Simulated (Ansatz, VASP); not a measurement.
Two plane-wave programs on Cu

Contents of POSCAR:

```
Cu
1.0
    2.5293395074      0.0000000000      0.0000000000
   -1.2646697537      2.0809486548      0.0000000000
    0.0000000000      0.0000000000      8.2639398540
Cu
4
Direct
    0.0000000000      0.0000000000      0.0000000000
    0.3333333333      0.6666666667      0.2500000000
    0.0000000000      0.0000000000      0.5000000000
    0.6666666667      0.3333333333      0.7500000000
```

The input INCAR.step1:

```
ALGO = Normal
EDIFF = 1E-4
ENCUT = 520
GGA = PE
ISMEAR = 0
LASPH = True
LCHARG = False
LREAL = False
LWAVE = True
NBANDS = 30
NELM = 100
PREC = Accurate
SIGMA = 0.15
```

The input INCAR.step2:

```
ALGO = Normal
EDIFF = 1E-7
ENCUT = 520
ISIF = 2
ISMEAR = 0
ISTART = 1
LASPH = True
LCHARG = True
LELF = True
LMIXTAU = True
LREAL = False
LVHAR = True
LWAVE = False
METAGGA = R2SCAN
NBANDS = 30
NELM = 100
PREC = Accurate
SIGMA = 0.15
```

The input KPOINTS:

```
k-points
0
Gamma
  24 24 6
```

Input for Ansatz:

```yaml
crystal:
  lattice:
    - [2.5293395074, 0.0, 0.0]
    - [-1.2646697537, 2.0809486548, 0.0]
    - [0.0, 0.0, 8.263939854]
  atoms:
    - { symbol: Cu, position: [0.0, 0.0, 0.0] }
    - { symbol: Cu, position: [0.3333333333, 0.6666666667, 0.25] }
    - { symbol: Cu, position: [0.0, 0.0, 0.5] }
    - { symbol: Cu, position: [0.6666666667, 0.3333333333, 0.75] }
basis:
  ecutwfc: 500
kpoints:
  mp_grid: { grid: [24, 24, 6] }
hamiltonian:
  xc: r2scan
scf:
  occupations: { method: gaussian, width: 0.15 }
output:
  forces: true
  stress: true
  eigenvalues: true
  write_density: true
  write_potential: true
  elf: true
  volumetric_format: npy
```

Change from the starting cell: strain -0.0500 x Voigt [0, 1, 0, 0, 0, 0], atoms carried along.

Alike in both runs: task single point; functional r2SCAN; k mesh 24 × 24 × 6; occupations gaussian, width 0.15 eV; no spin polarisation.

|  | VASP | Ansatz |
| --- | --- | --- |
| version | VASP 6.6.1 | Ansatz 0.2.0 |
| potentials or method | VASP PAW PBE potentials, release 64 (Cu), cutoff 520 eV | scalar-relativistic, plane waves, PAW |
| valence electrons in the cell | 44 | 76 |

```csv
,VASP,Ansatz,Ansatz less VASP
gap on the k mesh at the Fermi level (eV),none,none,-
pressure (GPa),10.6,9.9,-0.77
"traceless stress, the component that is largest in VASP (GPa)",6.18,6.21,+0.030
rms of the force components (eV/Å),0.045,0.044,-0.0006
```

VASP's potentials were made for PBE, not for r2SCAN. Atom by atom the forces differ by 0.001 eV/Å (rms over components). A gap of «none» marks a metal or a gap that the smearing closes. The functional is the same, so the differences come from potentials, cutoffs and numerics. VASP's potentials hold 44 valence electrons a cell and Ansatz's 76, so a difference there can come from the potentials and not from the codes.
